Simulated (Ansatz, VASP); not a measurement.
CuO: VASP beside Ansatz

```
CELL_PARAMETERS angstrom
3.17550 0.00000 0.00000
0.00000 3.17550 0.00000
0.00000 0.00000 4.64953
ATOMIC_POSITIONS crystal
Cu 0.00000 0.00000 0.00000
Cu 0.50000 0.50000 0.00000
O 0.50000 0.00000 0.26700
O 0.00000 0.50000 0.73300
```

Alike in both runs: functional PBE; k mesh 8 × 8 × 6; occupations fermi-dirac, width 0.05 eV; no spin polarisation; Hubbard terms Cu d U = 4.0 eV.

```csv
,VASP,Ansatz
version,VASP 6.6.1,Ansatz 0.2.0
potentials or method,"VASP PAW PBE potentials, release 64 (Cu, O)",Ansatz PAW
plane-wave cutoff (eV),520,420
valence electrons in the cell,34,50
task,single point,band structure
```

Ansatz gave:

```
gap on the k mesh at the Fermi level (eV)                     : none
pressure (GPa)                                                : 18.3
traceless stress, the component that is largest in VASP (GPa) : -23.13
rms of the force components (eV/Å)                            : 0.188
```

Question: What did VASP give for the same quantities?

Answer: gap on the k mesh at the Fermi level (eV): none; pressure (GPa): 12.9; traceless stress, the component that is largest in VASP (GPa): -22.99; rms of the force components (eV/Å): 0.436.

The programs project onto different local orbitals, so the same U acts differently, and such runs can settle in different states. Atom by atom the forces differ by 0.249 eV/Å (rms over components). A gap of «none» marks a metal or a gap that the smearing closes. VASP's potentials hold 34 valence electrons a cell and Ansatz's 50, so a difference there can come from the potentials and not from the codes.
